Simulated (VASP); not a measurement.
Here is a VASP 6.6.1 calculation.

The input INCAR:

```
SYSTEM = LiH
  PREC = Accurate
  ENCUT = 520
  EDIFF = 1E-6
  ISMEAR = 0
  SIGMA = 0.05
  LREAL = .False.
  LASPH = .True.
  NELM = 60
  ALGO = Normal
  ISIF = 2
  LWAVE = .False.
  LCHARG = .True.
  GGA = PS
  LELF = .True.
  LVHAR = .True.
  NBANDS = 9
```

Contents of KPOINTS:

```
regular mesh
0
Gamma
  10 10 10
  0 0 0
```

File POSCAR:

```
LiH
1.0
    0.0000000000      1.8699000000      1.9512000000
    1.8699000000      0.0000000000      1.9512000000
    1.8699000000      1.8699000000      0.0000000000
Li H
1 1
Direct
    0.0000000000      0.0000000000      0.0000000000
    0.5000000000      0.5000000000      0.5000000000
```

Potentials or basis: VASP PAW PBE potentials, release 64 (Li_sv, H).

Command:

```bash
$ cat potpaw_PBE.64/Li_sv/POTCAR potpaw_PBE.64/H/POTCAR > POTCAR
$ mpirun -np 1 vasp_std > vasp.out
```

(1) What does it give for the band gap on the k mesh?

Answers

(1) 2.04 eV, indirect (least direct gap 2.40 eV).

Caveat: the cell differs from its parent crystal (strain -0.080 along x and y, -0.040 along z).
